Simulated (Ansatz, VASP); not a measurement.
## Two plane-wave programs on Sb

```xyz
2
Lattice="2.1610 1.2476 3.6862 -2.1610 1.2476 3.6862 0.0000 -2.4953 3.6862" Properties=species:S:1:pos:R:3 pbc="T T T"
Sb    0.0000    0.0000    2.6068
Sb    0.0000    0.0000    8.4520
```

Alike in both runs: functional PBEsol; k mesh 12 × 12 × 12; occupations gaussian, width 0.1 eV; no spin polarisation.

Ansatz relaxed the structure, and its values are those at the end. VASP's run is a single point on that final structure, the one shown.

|  | VASP | Ansatz |
| --- | --- | --- |
| version | VASP 6.6.1 | Ansatz 0.2.0 |
| potentials or method | VASP PAW PBE potentials, release 64 (Sb), cutoff 500 eV | scalar-relativistic, plane waves, PAW |
| valence electrons in the cell | 10 | 30 |

Ansatz gave:

```
gap on the k mesh at the Fermi level (eV) : none
pressure (GPa)                            : 0.0
rms of the force components (eV/Å)        : 0.001
```

Problem. Which values does VASP return?

Solution. gap on the k mesh at the Fermi level (eV): none; pressure (GPa): 0.2; rms of the force components (eV/Å): 0.027.

VASP's potentials were made for PBE, not for PBEsol. A gap of «none» marks a metal or a gap that the smearing closes. The functional is the same, so the differences come from potentials, cutoffs and numerics. VASP's potentials hold 10 valence electrons a cell and Ansatz's 30, so a difference there can come from the potentials and not from the codes.

Neither program's run includes spin-orbit coupling.
